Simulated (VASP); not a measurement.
The system is RuBr2.

```
Ru Br
1.0
     0.00000    3.16372    3.16372
     3.16372    0.00000    3.16372
     3.16372    3.16372    0.00000
Ru Br
1 2
Direct
  0.00000 0.00000 0.00000
  0.25000 0.25000 0.25000
  0.75000 0.75000 0.75000
```

Base run:

```yaml
Program: VASP 6.6.1
Functional: PBE
Potentials_or_basis: VASP PAW PBE potentials, release 64 (Ru_pv, Br)
Cutoff: 520 eV
k_mesh: 5 × 5 × 5
Occupations: gaussian, width 0.05 eV
Spin: collinear spin, ferromagnetic start
Starting_moments: "[1.0, 0.0, 0.0] μB"
Hubbard_terms: Ru d U = 7.0 eV
```

Its results: pressure 13.5 GPa; net moment 2.00 μB per cell; site moments Ru +2.30; Br -0.17 μB.

Question: The run is repeated on the same cell with these changes: functional from PBE to PBEsol; hubbard terms from Ru d U = 7.0 eV to Ru d U = 2.0 eV. What comes out?

Answer: Pressure -3.1 GPa; net moment 0.13 μB per cell; site moments Ru +0.12; Br +0.00 μB.

Several settings changed at once, so the effect can't be laid on one alone.

Caveats: the PAW data sets were made with another functional, which shifts forces and pressure a little (some runs).
